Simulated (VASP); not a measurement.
# MgO (Fm-3m) in VASP: notebook

MgO is run at these levels: LDA; tasks: relaxation of cell and atoms, single point.

Program: VASP 6.6.1. These are calculated values, not measurements. Logs are shortened: lines on timing, memory, paths and dates and some standing lists are left out, and cuts for length are marked.

**The experiment to reproduce.**

“Electronic structure of alkaline earth and post-transition metal oxides”, 2009, arxiv:0908.1581 quotes, for a bulk crystal of MgO: band gap 7.83 eV.

The runs below are set against these values where they give the same quantity.

### 1 The cell of the first run

It takes space group Fm-3m (No. 225, cubic). Conventional cell: a = 4.161 Å, b = 4.161 Å, c = 4.161 Å, α = 90.00°, β = 90.00°, γ = 90.00°. Within 2.8 Å of Mg (site symmetry m-3m) lie 6 O at 2.08 Å. O (site symmetry m-3m) has 6 Mg at 2.08 Å within 2.8 Å.

### 2 Relaxation of cell and atoms, LDA

INCAR reads:

```
SYSTEM = MgO
  PREC = Accurate
  ENCUT = 750
  EDIFF = 1E-7
  ISMEAR = 0
  SIGMA = 0.02
  LREAL = .FALSE.
  LASPH = .TRUE.
  NELM = 120
  ALGO = Normal
  ISIF = 3
  LWAVE = .FALSE.
  LCHARG = .FALSE.
  GGA = CA
  IBRION = 2
  NSW = 100
  EDIFFG = -0.002
  GGA_COMPAT = .FALSE.
  NELMIN = 4
```

KPOINTS reads:

```
regular mesh
0
G
  10 10 10
  0 0 0
```

POSCAR reads:

```
MgO
1.0
    0.0000000000      2.0805909293      2.0805909293
    2.0805909293      0.0000000000      2.0805909293
    2.0805909293      2.0805909293      0.0000000000
Mg O
1 1
Direct
    0.0000000000      0.0000000000      0.0000000000
    0.5000000000      0.5000000000      0.5000000000
```

Potentials or basis: VASP PAW LDA potentials, release 64 (Mg_sv, O).

Command:

```
$ cat potpaw_LDA.64/Mg_sv/POTCAR potpaw_LDA.64/O/POTCAR > POTCAR
$ mpirun -np 1 vasp_std > vasp.out
```

OUTCAR:

```text
SYSTEM = MgO
   PREC = Accurate
   ENCUT = 750
   EDIFF = 1E-7
   ISMEAR = 0
   LREAL = .FALSE.
   LASPH = .TRUE.
   NELM = 120
   ISIF = 3
   GGA = CA
   IBRION = 2
   NSW = 100
   EDIFFG = -0.002
   NELMIN = 4

 ion  position               nearest neighbor table
   1  0.000  0.000  0.000-   2 2.08   2 2.08   2 2.08   2 2.08   2 2.08   2 2.08
   2  0.500  0.500  0.500-   1 2.08   1 2.08   1 2.08   1 2.08   1 2.08   1 2.08

  LATTYP: Found a face centered cubic cell.
 ALAT       =     4.1611818586

  Lattice vectors:

 A1 = (   0.0000000000,   2.0805909293,   2.0805909293)
 A2 = (   2.0805909293,   0.0000000000,   2.0805909293)
 A3 = (   2.0805909293,   2.0805909293,   0.0000000000)

Analysis of symmetry for initial positions (statically):
=====================================================================
 Subroutine PRICEL returns:
 Original cell was already a primitive cell.

 Routine SETGRP: Setting up the symmetry group for a
 face centered cubic supercell.

 Subroutine GETGRP returns: Found 48 space group operations
 (whereof 48 operations were pure point group operations)
 out of a pool of 48 trial point group operations.

The static configuration has the point symmetry O_h .

Analysis of symmetry for dynamics (positions and initial velocities):
=====================================================================
 Subroutine PRICEL returns:
 Original cell was already a primitive cell.

 Routine SETGRP: Setting up the symmetry group for a
 face centered cubic supercell.

 Subroutine GETGRP returns: Found 48 space group operations
 (whereof 48 operations were pure point group operations)
 out of a pool of 48 trial point group operations.

The dynamic configuration has the point symmetry O_h .

 Subroutine INISYM returns: Found 48 space group operations
 (whereof 48 operations are pure point group operations),
 and found     1 'primitive' translations

----------------------------------------------------------------------------------------

                                     Primitive cell

  volume of cell :      18.0132

  direct lattice vectors                    reciprocal lattice vectors
     0.000000000  2.080590929  2.080590929    -0.240316341  0.240316341  0.240316341
     2.080590929  0.000000000  2.080590929     0.240316341 -0.240316341  0.240316341
     2.080590929  2.080590929  0.000000000     0.240316341  0.240316341 -0.240316341

  length of vectors
     2.942399910  2.942399910  2.942399910     0.416240113  0.416240113  0.416240113

  position of ions in fractional coordinates (direct lattice)
     0.000000000  0.000000000  0.000000000
     0.500000000  0.500000000  0.500000000

  ion indices of the primitive-cell ions
   primitive index   ion index
                 1           1
                 2           2

----------------------------------------------------------------------------------------

 KPOINTS: regular mesh

Automatic generation of k-mesh.
 Grid dimensions read from file:
 generate k-points for:   10   10   10

 Generating k-lattice:

  Cartesian coordinates                     Fractional coordinates (reciprocal lattice)
    -0.024031634  0.024031634  0.024031634     0.100000000  0.000000000  0.000000000
     0.024031634 -0.024031634  0.024031634     0.000000000  0.100000000  0.000000000
     0.024031634  0.024031634 -0.024031634     0.000000000  0.000000000  0.100000000

  Length of vectors
     0.041624011  0.041624011  0.041624011

  Shift w.r.t. Gamma in fractional coordinates (k-lattice)
     0.000000000  0.000000000  0.000000000

 Subroutine IBZKPT returns following result:
 ===========================================

 Found     47 irreducible k-points:

 Following reciprocal coordinates:
            Coordinates               Weight
  0.000000  0.000000  0.000000      1.000000
  0.100000  0.000000  0.000000      8.000000
  0.200000  0.000000  0.000000      8.000000
  0.300000  0.000000  0.000000      8.000000
  0.400000  0.000000  0.000000      8.000000
  0.500000  0.000000  0.000000      4.000000
[... 16 lines left out ...]
  0.300000  0.300000  0.000000      6.000000
  0.400000  0.300000  0.000000     24.000000
 [... further k-points ...]
   k-points           NKPTS =     47   k-points in BZ     NKDIM =     47   number of bands    NBANDS=     12
   number of dos      NEDOS =    301   number of ions     NIONS =      2
   total plane-waves  NPLWV =  21952
   dimension x,y,z NGX =    28 NGY =   28 NGZ =   28
   dimension x,y,z NGXF=    56 NGYF=   56 NGZF=   56
   ions per type =               1   1
   NGX,Y,Z   is equivalent  to a cutoff of  15.82, 15.82, 15.82 a.u.
   NGXF,Y,Z  is equivalent  to a cutoff of  31.64, 31.64, 31.64 a.u.
 SYSTEM =  MgO
   PREC   = accura    normal or accurate (medium, high low for compatibility)
   ISTART =      0    job   : 0-new  1-cont  2-samecut
   ICHARG =      2    charge: 1-file 2-atom 10-const
   ISPIN  =      1    spin polarized calculation?
   LNONCOLLINEAR =      F non collinear calculations
   LSORBIT =      F    spin-orbit coupling
   LASPH  =      T    aspherical Exc in radial PAW
   ENCUT  =  750.0 eV  55.12 Ry    7.42 a.u.   6.57  6.57  6.57*2*pi/ulx,y,z
   NELM   =    120;   NELMIN=  4; NELMDL= -5     # of ELM steps
   EDIFF  = 0.1E-06   stopping-criterion for ELM
   LREAL  =      F    real-space projection
   EDIFFG = -.2E-02   stopping-criterion for IOM
   NSW    =    100    number of steps for IOM
   IBRION =      2    ionic relax: 0-MD 1-quasi-New 2-CG
   NFREE  =      1    steps in history (QN), initial steepest desc. (CG)
   ISIF   =      3    stress and relaxation
   ISYM   =      2    0-nonsym 1-usesym 2-fastsym
   POTIM  = 0.5000    time-step for ionic-motion
   TEBEG  =    0.0;   TEEND  =   0.0 temperature during run
   PSTRESS=    0.0 pullay stress
   NELECT =      16.0000    total number of electrons
   NUPDOWN=      -1.0000    fix difference up-down
   EMIN   =  10.00;   EMAX   =-10.00  energy-range for DOS
   EFERMI =   0.00;   METHOD = LEGACY
   ISMEAR =     0;   SIGMA  =   0.02  broadening in eV -4-tet -1-fermi 0-gaus
   EFERMI_NEDOS =   21; number of points for ismear=-14 and -15
   IALGO  =     38    algorithm
   IMIX   =      4    mixing-type and parameters
     AMIX     =   0.40;   BMIX     =  1.00
     AMIX_MAG =   1.60;   BMIX_MAG =  1.00
  volume/ion in A,a.u.               =       9.01        60.78
  Fermi-wavevector in a.u.,A,eV,Ry     =   1.573686  2.973836 33.694667  2.476488
  Thomas-Fermi vector in A             =   2.674933
   LORBIT       =      0    0 simple, 1 ext, 2 COOP (PROOUT), +10 PAW based schemes
   GGA     = CA    functional components
   LHFCALC =     F    Hartree Fock is set to
   AEXX    =    0.0000 exact exchange contribution
   IVDW    =     0    specifies the selected vdW correction
   LEPSILON=     F    determine dielectric tensor
   LRPA    =     F    only Hartree local field effects (RPA)
 conjugate gradient relaxation of ions
 non-spin polarized calculation
 Gauss-broadening in eV      SIGMA  =   0.02
  energy-cutoff  :      750.00
  volume of cell :       18.01
 maximum number of plane-waves:       869
 NGX is ok and might be reduce to    28
   NGX = 13   NGY = 13   NGZ = 13

--------------------------------------- Ionic step        1  -------------------------------------------

 number of electron      15.9999996 magnetization

 Free energy of the ion-electron system (eV)
  ---------------------------------------------------
  ext. energy  EPLUGINS =         0.00000000
  ---------------------------------------------------
  free energy    TOTEN  =       -13.23543090 eV

  energy without entropy =      -13.23543090  energy(sigma->0) =      -13.23543090

------------------------ aborting loop because EDIFF is reached ----------------------------------------

  FORCE on cell =-STRESS in cart. coord.  units (eV):
  Direction    XX          YY          ZZ          XY          YZ          ZX
  --------------------------------------------------------------------------------------
  -------------------------------------------------------------------------------------
  Total       -0.0218018     -0.0218018     -0.0218018      0.0000000     -0.0000000      0.0000000
  in kB       -1.9391523     -1.9391523     -1.9391523      0.0000000     -0.0000000      0.0000000
  external PRESSURE =      -1.9391523 kB  Pullay stress =       0.0000000 kB

 VOLUME and BASIS-vectors are now :
 -----------------------------------------------------------------------------
  energy-cutoff  :      750.00
  volume of cell :       18.01
      direct lattice vectors                 reciprocal lattice vectors
     0.000000000  2.080590929  2.080590929    -0.240316341  0.240316341  0.240316341
     2.080590929  0.000000000  2.080590929     0.240316341 -0.240316341  0.240316341
     2.080590929  2.080590929  0.000000000     0.240316341  0.240316341 -0.240316341
[... 37 lines left out ...]
 POSITION                                       TOTAL-FORCE (eV/Angst)
 -----------------------------------------------------------------------------------
      0.00000      2.07950      2.07950         0.000000      0.000000      0.000000
      2.07950      2.07950      2.07950         0.000000     -0.000000     -0.000000
 -----------------------------------------------------------------------------------
    total drift:                               -0.000000     -0.000000      0.000000

  FREE ENERGIE OF THE ION-ELECTRON SYSTEM (eV)
  ---------------------------------------------------
  free  energy   TOTEN  =       -13.2354307885 eV

  energy  without entropy=      -13.2354307885  energy(sigma->0) =      -13.23543079

--------------------------------------- Ionic step        3  -------------------------------------------

 number of electron      15.9999996 magnetization

 Free energy of the ion-electron system (eV)
  ---------------------------------------------------
  ext. energy  EPLUGINS =         0.00000000
  ---------------------------------------------------
  free energy    TOTEN  =       -13.23543701 eV

  energy without entropy =      -13.23543701  energy(sigma->0) =      -13.23543701

 E-fermi :   3.1285     XC(G=0): -12.1268

 val. band max:        2.8553142536   @ k =   0.0000   0.0000   0.0000
 cond. band min:       7.8964306403   @ k =   0.0000   0.0000   0.0000
 fundamental gap:      5.0411163866
 Fermi energy:         3.1285477270

 k-point     1 :       0.0000    0.0000    0.0000
  band No.  band energies     occupation
      1     -68.3606      2.00000
      2     -35.8205      2.00000
      3     -35.8205      2.00000
      4     -35.8205      2.00000
      5     -14.3263      2.00000
      6       2.8553      2.00000
      7       2.8553      2.00000
      8       2.8553      2.00000
      9       7.8964      0.00000
     10      18.5870      0.00000
     11      18.5870      0.00000
     12      18.5870      0.00000

 k-point     2 :       0.1000    0.0000    0.0000
  band No.  band energies     occupation
      1     -68.3594      2.00000
      2     -35.8306      2.00000
      3     -35.8215      2.00000
      4     -35.8215      2.00000
      5     -14.2057      2.00000
      6       2.1904      2.00000
      7       2.7814      2.00000
      8       2.7814      2.00000
      9       8.5143      0.00000
     10      17.3522      0.00000
     11      18.8407      0.00000
     12      18.8407      0.00000
[... 316 lines left out ...]
 k-point    24 :       0.4000    0.3000    0.0000
  band No.  band energies     occupation
      1     -68.3478      2.00000
      2     -35.8942      2.00000
      3     -35.8497      2.00000
      4     -35.8466      2.00000
      5     -12.9351      2.00000
      6      -0.8790      2.00000
      7       1.4780      2.00000
      8       1.7113      2.00000
      9      12.5687      0.00000
     10      12.9976      0.00000
     11      16.5920      0.00000
     12      21.2117      0.00000

 [... further k-points ...]

------------------------ aborting loop because EDIFF is reached ----------------------------------------

  FORCE on cell =-STRESS in cart. coord.  units (eV):
  Direction    XX          YY          ZZ          XY          YZ          ZX
  --------------------------------------------------------------------------------------
  -------------------------------------------------------------------------------------
  Total        0.0013145      0.0013145      0.0013145      0.0000000     -0.0000000      0.0000000
  in kB        0.1170037      0.1170037      0.1170037      0.0000000     -0.0000000      0.0000000
  external PRESSURE =       0.1170037 kB  Pullay stress =       0.0000000 kB

 VOLUME and BASIS-vectors are now :
 -----------------------------------------------------------------------------
  energy-cutoff  :      750.00
  volume of cell :       18.00
      direct lattice vectors                 reciprocal lattice vectors
     0.000000000  2.080091244  2.080091244    -0.240374071  0.240374071  0.240374071
     2.080091244 -0.000000000  2.080091244     0.240374071 -0.240374071  0.240374071
     2.080091244  2.080091244  0.000000000     0.240374071  0.240374071 -0.240374071

 POSITION                                       TOTAL-FORCE (eV/Angst)
 -----------------------------------------------------------------------------------
      0.00000      0.00000      0.00000        -0.000000      0.000000      0.000000
      2.08009      2.08009      2.08009         0.000000     -0.000000     -0.000000
 -----------------------------------------------------------------------------------
    total drift:                                0.000000      0.000000      0.000000

  FREE ENERGIE OF THE ION-ELECTRON SYSTEM (eV)
  ---------------------------------------------------
  free  energy   TOTEN  =       -13.2354370101 eV

  energy  without entropy=      -13.2354370101  energy(sigma->0) =      -13.23543701

 reached required accuracy - stopping structural energy minimisation
```

It took 25 s on 1 thread of Intel Xeon 6975P-C (Granite Rapids), shared host; peak memory 0.14 GiB.

What came out:

| Property | Result |
| --- | --- |
| Free energy | -13.2354 eV |
| Relaxed volume | 9.00 Å³/atom |
| Relaxed cell | a = 2.942 Å, b = 2.942 Å, c = 2.942 Å, α = 60.00°, β = 60.00°, γ = 60.00° |
| Space group after relaxing (to 0.1 Å) | Fm-3m (No. 225) |
| Energy gained by relaxing | 0.0 meV/atom |
| Ionic steps | 3 |
| Pressure after relaxing | 0.0 GPa |
| Band gap on the k mesh | 5.04 eV |

Final structure:
```yaml
crystal:
  lattice:
    - [0.00000, 2.08009, 2.08009]
    - [2.08009, 0.00000, 2.08009]
    - [2.08009, 2.08009, 0.00000]
  atoms:
    - { symbol: Mg, position: [0.00000, 0.00000, 0.00000] }
    - { symbol: O, position: [0.50000, 0.50000, 0.50000] }
```

Expect the measured gap to be larger: semilocal functionals such as LDA lack the derivative discontinuity.

[end of part 1 of 2]
